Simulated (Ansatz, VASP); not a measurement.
**Two plane-wave programs on Co**

Contents of INCAR:

```
SYSTEM = Co
PREC = Accurate ; ENCUT = 520
EDIFF = 1E-7 ; ISMEAR = -1
SIGMA = 0.05 ; LREAL = .False.
LASPH = .True. ; NELM = 150
ALGO = Normal ; ISIF = 2
LWAVE = .False. ; LCHARG = .False.
ISPIN = 2 ; MAGMOM = 2
LORBIT = 11 ; LMAXMIX = 4
GGA = PE ; NBANDS = 14
```

File KPOINTS:

```
Automatic mesh
0
Gamma
  13 13 13
  0 0 0
```

The input POSCAR:

```
Co
1.0
   -1.4116071581      1.4116071581      1.4116071581
    1.4116071581     -1.4116071581      1.4116071581
    1.4116071581      1.4116071581     -1.4116071581
Co
1
Direct
    0.0000000000      0.0000000000      0.0000000000
```

Contents of input.yaml:

```yaml
crystal:
  lattice:
    - [-1.4116071581, 1.4116071581, 1.4116071581]
    - [1.4116071581, -1.4116071581, 1.4116071581]
    - [1.4116071581, 1.4116071581, -1.4116071581]
  atoms:
    - { symbol: Co, position: [0.0, 0.0, 0.0], spin: 2.0 }
hamiltonian:
  xc: pbe
  pseudopotentials: { kind: paw }
magnetization:
  spin_polarized: true
kpoints:
  mp_grid: { grid: [13, 13, 13] }
scf:
  occupations: { method: fermi_dirac, width: 0.05 }
output:
  forces: true
  stress: true
  eigenvalues: true
```

Alike in both runs: task single point; functional PBE; k mesh 13 × 13 × 13; occupations fermi-dirac, width 0.05 eV; collinear spin.

```csv
,VASP,Ansatz
version,VASP 6.6.1,Ansatz 0.2.0
potentials or method,"VASP PAW PBE potentials, release 64 (Co)",Ansatz PAW
plane-wave cutoff (eV),520,420
valence electrons in the cell,9,17
```

```csv
,VASP,Ansatz,Ansatz less VASP
gap on the k mesh at the Fermi level (eV),none,none,-
pressure (GPa),-4.1,-3.3,+0.83
net moment per atom (μB),1.70,1.72,+0.024
size of the moment on the site where the two differ most (μB),1.73,1.79,+0.069
```

Site moments also hang on the region over which each program counts them. A gap of «none» marks a metal or a gap that the smearing closes. VASP's potentials hold 9 valence electrons a cell and Ansatz's 17, so a difference there can come from the potentials and not from the codes.
